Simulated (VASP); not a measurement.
# Ca (I4/mmm) in VASP: further runs

The runs below take Ca through single point, with PBE.

Program: VASP 6.6.1. These are calculated values, not measurements. Logs are shortened: lines on timing, memory, paths and dates and some standing lists are left out, and cuts for length are marked.

## (1) The cell of the first run

The structure is tetragonal, space group I4/mmm (No. 139). Conventional cell: a = 3.952 Å, b = 3.952 Å, c = 5.672 Å, α = 90.00°, β = 90.00°, γ = 90.00°. Ca (site symmetry 4/mmm) has 12 Ca at 3.95 to 3.98 Å within 5.2 Å.

## (2) Single point, PBE (strain +0.000 along x and y, +0.015 along z)

INCAR

```
PREC     = Accurate       # precision mode
ENCUT    = 520            # plane-wave cutoff, eV
EDIFF    = 1E-6           # SCF threshold, eV
ISMEAR   = 0              # smearing method
SIGMA    = 0.15           # smearing width, eV
LREAL    = False          # projectors in reciprocal space
LASPH    = True           # aspherical terms in the spheres
NELM     = 60             # most SCF steps
ALGO     = Normal         # electronic algorithm
ISIF     = 2              # what is computed and relaxed
LWAVE    = False          # write WAVECAR
LCHARG   = True           # write CHGCAR
GGA      = PE             # functional
LELF     = True           # ELF
LVHAR    = True         
NBANDS   = 11             # bands
```

KPOINTS

```
Automatic mesh
0
Gamma
  14 14 14
```

POSCAR

```
Ca
1.0
    0.0000000000      2.7942000000      2.8361130000
    2.7942000000      0.0000000000      2.8361130000
    2.7942000000      2.7942000000      0.0000000000
Ca
1
Direct
    0.0000000000      0.0000000000      0.0000000000
```

Potentials or basis: VASP PAW PBE potentials, release 64 (Ca_sv).

Command:

```
$ cat potpaw_PBE.64/Ca_sv/POTCAR > POTCAR
$ mpirun -np 1 vasp_std > vasp.out
```

OUTCAR:

```text
PREC = Accurate
   ENCUT = 520
   EDIFF = 1E-6
   ISMEAR = 0
   LREAL = False
   LASPH = True
   NELM = 60
   ISIF = 2
   GGA = PE

 ion  position               nearest neighbor table
   1  0.000  0.000  0.000-

  LATTYP: Found a body centered tetragonal cell.
 ALAT       =     3.9515955360
 C/A-ratio  =     1.4354267658

  Lattice vectors:

 A1 = (  -2.7942000000,   0.0000000000,   2.8361130000)
 A2 = (   2.7942000000,   0.0000000000,   2.8361130000)
 A3 = (   0.0000000000,   2.7942000000,  -2.8361130000)

Analysis of symmetry for initial positions (statically):
=====================================================================
 Subroutine PRICEL returns:
 Original cell was already a primitive cell.

 Routine SETGRP: Setting up the symmetry group for a
 body centered tetragonal supercell.

 Subroutine GETGRP returns: Found 16 space group operations
 (whereof 16 operations were pure point group operations)
 out of a pool of 16 trial point group operations.

The static configuration has the point symmetry D_4h.

Analysis of symmetry for dynamics (positions and initial velocities):
=====================================================================
 Subroutine PRICEL returns:
 Original cell was already a primitive cell.

 Routine SETGRP: Setting up the symmetry group for a
 body centered tetragonal supercell.

 Subroutine GETGRP returns: Found 16 space group operations
 (whereof 16 operations were pure point group operations)
 out of a pool of 16 trial point group operations.

The dynamic configuration has the point symmetry D_4h.

 Subroutine INISYM returns: Found 16 space group operations
 (whereof 16 operations are pure point group operations),
 and found     1 'primitive' translations

----------------------------------------------------------------------------------------

                                     Primitive cell

  volume of cell :      44.2862

  direct lattice vectors                    reciprocal lattice vectors
     0.000000000  2.794200000  2.836113000    -0.178942094  0.178942094  0.176297630
     2.794200000  0.000000000  2.836113000     0.178942094 -0.178942094  0.176297630
     2.794200000  2.794200000  0.000000000     0.178942094  0.178942094 -0.176297630

  length of vectors
     3.981342812  3.981342812  3.951595536     0.308417575  0.308417575  0.308417575

  position of ions in fractional coordinates (direct lattice)
     0.000000000  0.000000000  0.000000000

  ion indices of the primitive-cell ions
   primitive index   ion index
                 1           1

----------------------------------------------------------------------------------------

 KPOINTS: Automatic mesh

Automatic generation of k-mesh.
 Grid dimensions read from file:
 generate k-points for:   14   14   14

 Generating k-lattice:

  Cartesian coordinates                     Fractional coordinates (reciprocal lattice)
    -0.012781578  0.012781578  0.012592688     0.071428571  0.000000000  0.000000000
     0.012781578 -0.012781578  0.012592688     0.000000000  0.071428571  0.000000000
     0.012781578  0.012781578 -0.012592688     0.000000000  0.000000000  0.071428571

  Length of vectors
     0.022029827  0.022029827  0.022029827

  Shift w.r.t. Gamma in fractional coordinates (k-lattice)
     0.000000000  0.000000000  0.000000000

 Subroutine IBZKPT returns following result:
 ===========================================

 Found    244 irreducible k-points:

 Following reciprocal coordinates:
            Coordinates               Weight
  0.000000  0.000000  0.000000      1.000000
  0.071429  0.000000  0.000000      8.000000
  0.142857  0.000000  0.000000      8.000000
  0.214286  0.000000  0.000000      8.000000
  0.285714 -0.000000  0.000000      8.000000
  0.357143  0.000000  0.000000      8.000000
[... 16 lines left out ...]
  0.214286  0.142857  0.000000      8.000000
  0.285714  0.142857  0.000000      8.000000
 [... further k-points ...]
   k-points           NKPTS =    244   k-points in BZ     NKDIM =    244   number of bands    NBANDS=     11
   number of dos      NEDOS =    301   number of ions     NIONS =      1
   total plane-waves  NPLWV =  27000
   dimension x,y,z NGX =    30 NGY =   30 NGZ =   30
   dimension x,y,z NGXF=    60 NGYF=   60 NGZF=   60
   ions per type =               1
   NGX,Y,Z   is equivalent  to a cutoff of  12.53, 12.53, 12.62 a.u.
   NGXF,Y,Z  is equivalent  to a cutoff of  25.05, 25.05, 25.24 a.u.
 SYSTEM =  unknown system
   PREC   = accura    normal or accurate (medium, high low for compatibility)
   ISTART =      0    job   : 0-new  1-cont  2-samecut
   ICHARG =      2    charge: 1-file 2-atom 10-const
   ISPIN  =      1    spin polarized calculation?
   LNONCOLLINEAR =      F non collinear calculations
   LSORBIT =      F    spin-orbit coupling
   LASPH  =      T    aspherical Exc in radial PAW
   ENCUT  =  520.0 eV  38.22 Ry    6.18 a.u.   7.40  7.40  7.35*2*pi/ulx,y,z
   NELM   =     60;   NELMIN=  2; NELMDL= -5     # of ELM steps
   EDIFF  = 0.1E-05   stopping-criterion for ELM
   LREAL  =      F    real-space projection
   EDIFFG = 0.1E-04   stopping-criterion for IOM
   NSW    =      0    number of steps for IOM
   IBRION =     -1    ionic relax: 0-MD 1-quasi-New 2-CG
   NFREE  =      0    steps in history (QN), initial steepest desc. (CG)
   ISIF   =      2    stress and relaxation
   ISYM   =      2    0-nonsym 1-usesym 2-fastsym
   POTIM  = 0.5000    time-step for ionic-motion
   TEBEG  =    0.0;   TEEND  =   0.0 temperature during run
   PSTRESS=    0.0 pullay stress
   NELECT =      10.0000    total number of electrons
   NUPDOWN=      -1.0000    fix difference up-down
   EMIN   =  10.00;   EMAX   =-10.00  energy-range for DOS
   EFERMI =   0.00;   METHOD = LEGACY
   ISMEAR =     0;   SIGMA  =   0.15  broadening in eV -4-tet -1-fermi 0-gaus
   EFERMI_NEDOS =   21; number of points for ismear=-14 and -15
   IALGO  =     38    algorithm
   IMIX   =      4    mixing-type and parameters
     AMIX     =   0.40;   BMIX     =  1.00
     AMIX_MAG =   1.60;   BMIX_MAG =  1.00
  volume/ion in A,a.u.               =      44.29       298.86
  Fermi-wavevector in a.u.,A,eV,Ry     =   0.996901  1.883870 13.521626  0.993811
  Thomas-Fermi vector in A             =   2.129021
   LORBIT       =      0    0 simple, 1 ext, 2 COOP (PROOUT), +10 PAW based schemes
   GGA     = PE    functional components
   LHFCALC =     F    Hartree Fock is set to
   AEXX    =    0.0000 exact exchange contribution
   IVDW    =     0    specifies the selected vdW correction
   LEPSILON=     F    determine dielectric tensor
   LRPA    =     F    only Hartree local field effects (RPA)
 non-spin polarized calculation
 Gauss-broadening in eV      SIGMA  =   0.15
  energy-cutoff  :      520.00
  volume of cell :       44.29
 maximum number of plane-waves:      1243
 NGX is ok and might be reduce to    30
   NGX = 15   NGY = 15   NGZ = 15

 number of electron      10.0000000 magnetization

 number of electron       9.9999998 magnetization

 Free energy of the ion-electron system (eV)
  ---------------------------------------------------
  ext. energy  EPLUGINS =         0.00000000
  ---------------------------------------------------
  free energy    TOTEN  =        -1.93253240 eV

  energy without entropy =       -1.91773422  energy(sigma->0) =       -1.92513331

 E-fermi :   1.7708     XC(G=0):  -7.5882

 val. band max:        1.7593037809   @ k =  -0.3571   0.1429   0.4286
 cond. band min:       1.7727166410   @ k =  -0.3571   0.0714   0.4286
 fundamental gap:      0.0134128601
 Fermi energy:         1.7707829362

 k-point     1 :       0.0000    0.0000    0.0000
  band No.  band energies     occupation
      1     -40.3572      2.00000
      2     -21.2801      2.00000
      3     -21.2791      2.00000
      4     -21.2791      2.00000
      5      -2.1669      2.00000
      6       4.0017      0.00000
      7       4.0660      0.00000
      8       4.0660      0.00000
      9       5.0116      0.00000
     10       5.0945      0.00000
     11      10.6855      0.00000

 k-point     2 :       0.0714    0.0000    0.0000
  band No.  band energies     occupation
      1     -40.3566      2.00000
      2     -21.2852      2.00000
      3     -21.2805      2.00000
      4     -21.2798      2.00000
      5      -2.0829      2.00000
      6       3.9474      0.00000
      7       4.0618      0.00000
      8       4.0982      0.00000
      9       4.9859      0.00000
     10       5.0653      0.00000
     11      10.7787      0.00000

 k-point     3 :       0.1429    0.0000    0.0000
  band No.  band energies     occupation
      1     -40.3551      2.00000
      2     -21.3013      2.00000
      3     -21.2830      2.00000
      4     -21.2818      2.00000
      5      -1.8349      2.00000
      6       3.7093      0.00000
      7       4.1254      0.00000
      8       4.1731      0.00000
      9       4.9428      0.00000
     10       5.0097      0.00000
     11      10.5074      0.00000

 k-point     4 :       0.2143    0.0000    0.0000
  band No.  band energies     occupation
      1     -40.3530      2.00000
      2     -21.3246      2.00000
      3     -21.2865      2.00000
      4     -21.2848      2.00000
      5      -1.4348      2.00000
      6       3.3623      0.00000
      7       4.1567      0.00000
      8       4.2186      0.00000
      9       4.9787      0.00000
     10       5.0203      0.00000
     11       9.3916      0.00000
[... 239 lines left out ...]
 k-point    22 :       0.1429    0.1429    0.0000
  band No.  band energies     occupation
      1     -40.3546      2.00000
      2     -21.3011      2.00000
      3     -21.2867      2.00000
      4     -21.2867      2.00000
      5      -1.7341      2.00000
      6       3.6115      0.00000
      7       4.2441      0.00000
      8       4.2441      0.00000
      9       4.5874      0.00000
     10       5.2001      0.00000
     11      11.1684      0.00000

 k-point    23 :       0.2143    0.1429    0.0000
  band No.  band energies     occupation
      1     -40.3530      2.00000
      2     -21.3157      2.00000
      3     -21.2904      2.00000
      4     -21.2900      2.00000
      5      -1.4447      2.00000
      6       3.4038      0.00000
      7       4.2157      0.00000
      8       4.3338      0.00000
      9       4.5286      0.00000
     10       5.2510      0.00000
     11      10.3700      0.00000

 k-point    24 :       0.2857    0.1429    0.0000
  band No.  band energies     occupation
      1     -40.3509      2.00000
      2     -21.3361      2.00000
      3     -21.2943      2.00000
      4     -21.2942      2.00000
      5      -1.0119      2.00000
      6       3.1279      0.00000
      7       3.9792      0.00000
      8       4.3728      0.00000
      9       4.7526      0.00000
     10       5.3520      0.00000
     11       9.1755      0.00000

 [... further k-points ...]

------------------------ aborting loop because EDIFF is reached ----------------------------------------

  FORCE on cell =-STRESS in cart. coord.  units (eV):
  Direction    XX          YY          ZZ          XY          YZ          ZX
  --------------------------------------------------------------------------------------
  -------------------------------------------------------------------------------------
  Total       -0.2047423     -0.2047423     -0.2381824      0.0000000      0.0000000      0.0000000
  in kB       -7.4071230     -7.4071230     -8.6169141      0.0000000      0.0000000      0.0000000
  external PRESSURE =      -7.8103867 kB  Pullay stress =       0.0000000 kB

 VOLUME and BASIS-vectors are now :
 -----------------------------------------------------------------------------
  energy-cutoff  :      520.00
  volume of cell :       44.29
      direct lattice vectors                 reciprocal lattice vectors
     0.000000000  2.794200000  2.836113000    -0.178942094  0.178942094  0.176297630
     2.794200000  0.000000000  2.836113000     0.178942094 -0.178942094  0.176297630
     2.794200000  2.794200000  0.000000000     0.178942094  0.178942094 -0.176297630

 POSITION                                       TOTAL-FORCE (eV/Angst)
 -----------------------------------------------------------------------------------
      0.00000      0.00000      0.00000         0.000000     -0.000000      0.000000
 -----------------------------------------------------------------------------------
    total drift:                               -0.000000     -0.000000      0.000000

  FREE ENERGIE OF THE ION-ELECTRON SYSTEM (eV)
  ---------------------------------------------------
  free  energy   TOTEN  =        -1.9325324048 eV

  energy  without entropy=       -1.9177342230  energy(sigma->0) =       -1.92513331
```

It took 81 s on 1 thread of Intel Xeon Platinum 8488C (Sapphire Rapids), shared host; peak memory 0.25 GiB.

Results:

| Quantity | Value |
| --- | --- |
| Free energy | -1.9325 eV |
| Pressure | -0.8 GPa |
| Band gap on the k mesh | zero (band 5 reaches 1.96 eV, above the bottom of band 6 at 1.58 eV) |

Stress tensor (GPa, compression positive):
```
-0.74  0.00  0.00
 0.00 -0.74  0.00
 0.00  0.00 -0.86
```

Levels at points of the mesh, in eV from the Fermi level:
| k point | band 2 | band 3 | band 4 | band 5 | band 6 | band 7 | band 8 | band 9 |
| --- | --- | --- | --- | --- | --- | --- | --- | --- |
| (0.00, 0.00, 0.00) | -23.05 | -23.05 | -23.05 | -3.94 | 2.23 | 2.30 | 2.30 | 3.24 |
| (0.50, 0.00, 0.00) | -23.17 | -23.07 | -23.06 | -0.97 | -0.19 | 2.13 | 2.21 | 3.91 |
| (0.50, 0.50, 0.00) | -23.16 | -23.09 | -23.09 | -0.44 | 0.62 | 0.79 | 3.93 | 4.10 |
| (0.50, 0.00, 0.50) | -23.16 | -23.10 | -23.09 | -0.39 | 0.59 | 0.93 | 3.92 | 4.07 |

Caveat: the cell differs from its parent crystal (strain +0.000 along x and y, +0.015 along z).

## (3) Single point, PBE (strain +0.015 along x and y, -0.015 along z)

INCAR

```
SYSTEM = Ca
ALGO = Fast
EDIFF = 1E-6
ENCUT = 520
GGA = PE
ISIF = 2
ISMEAR = 0
LASPH = .True.
LCHARG = .False.
LREAL = .False.
LWAVE = .False.
NBANDS = 11
NELM = 80
PREC = Accurate
SIGMA = 0.15
```

KPOINTS

```
k-points
0
Gamma
  14 14 14
  0 0 0
```

POSCAR

```
Ca
1.0
    0.0000000000      2.8361130000      2.7522870000
    2.8361130000      0.0000000000      2.7522870000
    2.8361130000      2.8361130000      0.0000000000
Ca
1
Direct
    0.0000000000      0.0000000000      0.0000000000
```

Potentials or basis: VASP PAW PBE potentials, release 64 (Ca_sv).

Command:

```
$ cat potpaw_PBE.64/Ca_sv/POTCAR > POTCAR
$ mpirun -np 1 vasp_std > vasp.out
```

Wall time 2 min (1 thread of Intel Xeon Platinum 8488C (Sapphire Rapids), shared host); peak memory 0.25 GiB.

It converged, with:

```yaml
Free_energy: -1.9322 eV
Pressure: -0.8 GPa
Band_gap_on_the_k_mesh: zero (band 5 reaches 1.96 eV, above the bottom of band 6 at 1.58 eV)
```

Stress tensor (GPa, compression positive):
```
-0.84  0.00  0.00
 0.00 -0.84  0.00
 0.00  0.00 -0.65
```

Levels at points of the mesh, in eV from the Fermi level:
```tsv
k point	band 3	band 4	band 5	band 6	band 7	band 8
(0.00, 0.00, 0.00)	-23.05	-23.05	-3.94	2.23	2.23	2.36
(0.50, 0.00, 0.00)	-23.07	-23.06	-0.97	-0.19	2.09	2.25
(0.50, 0.50, 0.00)	-23.10	-23.10	-0.35	0.56	1.08	3.92
(0.50, 0.00, 0.50)	-23.09	-23.09	-0.44	0.63	0.79	3.92
```

Caveat: the cell differs from its parent crystal (strain +0.015 along x and y, -0.015 along z).

## (4) Single point, PBE (strain +0.000 along x and y, +0.030 along z)

INCAR

```
PREC = Accurate
ENCUT = 520
EDIFF = 1E-6
ISMEAR = 0
SIGMA = 0.15
LREAL = F
LASPH = T
NELM = 60
ALGO = Normal
ISIF = 2
LWAVE = F
LCHARG = F
GGA = PE
NBANDS = 11
```

KPOINTS

```
Automatic mesh
0
Gamma
  14 14 14
```

POSCAR

```
Ca
1.0
    0.0000000000      2.7942000000      2.8780260000
    2.7942000000      0.0000000000      2.8780260000
    2.7942000000      2.7942000000      0.0000000000
Ca
1
Direct
    0.0000000000      0.0000000000      0.0000000000
```

Command:

```
$ cat potpaw_PBE.64/Ca_sv/POTCAR > POTCAR
$ mpirun -np 1 vasp_std > vasp.out
```

Run time: 85 s. Hardware: 1 thread of Intel Xeon Platinum 8488C (Sapphire Rapids), shared host; peak memory 0.26 GiB.

Results (log left out):

| Quantity | Value |
| --- | --- |
| Free energy | -1.9286 eV |
| Pressure | -1.0 GPa |
| Band gap on the k mesh | zero (band 5 reaches 1.92 eV, above the bottom of band 6 at 1.52 eV) |

Stress tensor (GPa, compression positive):
```
-0.91  0.00  0.00
 0.00 -0.91  0.00
 0.00  0.00 -1.16
```

Levels at points of the mesh, in eV from the Fermi level:
```
           k point  band 3  band 4  band 5  band 6  band 7  band 8
(0.00, 0.00, 0.00)  -23.09  -23.09   -3.91    2.17    2.30    2.30
(0.50, 0.00, 0.00)  -23.11  -23.10   -0.96   -0.20    2.07    2.22
(0.50, 0.50, 0.00)  -23.12  -23.12   -0.46    0.65    0.68    3.88
(0.50, 0.00, 0.50)  -23.13  -23.13   -0.37    0.59    0.95    3.86
```

Caveat: the cell differs from its parent crystal (strain +0.000 along x and y, +0.030 along z).

## (5) The runs side by side

```csv
cell,gap on the mesh (eV),pressure (GPa)
"a = 3.981, b = 3.981, c = 3.952 Å, angles 60.2, 60.2, 59.5°, 1 atom",none,-0.8
"a = 3.952, b = 3.952, c = 4.011 Å, angles 59.5, 59.5, 61.0°, 1 atom",none,-0.8
"a = 4.011, b = 4.011, c = 3.952 Å, angles 60.5, 60.5, 59.0°, 1 atom",none,-1.0
```

Alike in all rows: task single point; level PBE; potentials or basis VASP PAW PBE potentials, release 64 (Ca_sv); no spin polarisation; k mesh 14 × 14 × 14; cutoff (eV) 520; smearing gaussian 0.15 eV.

Absolute energies hang on the potentials; compare differences alone.
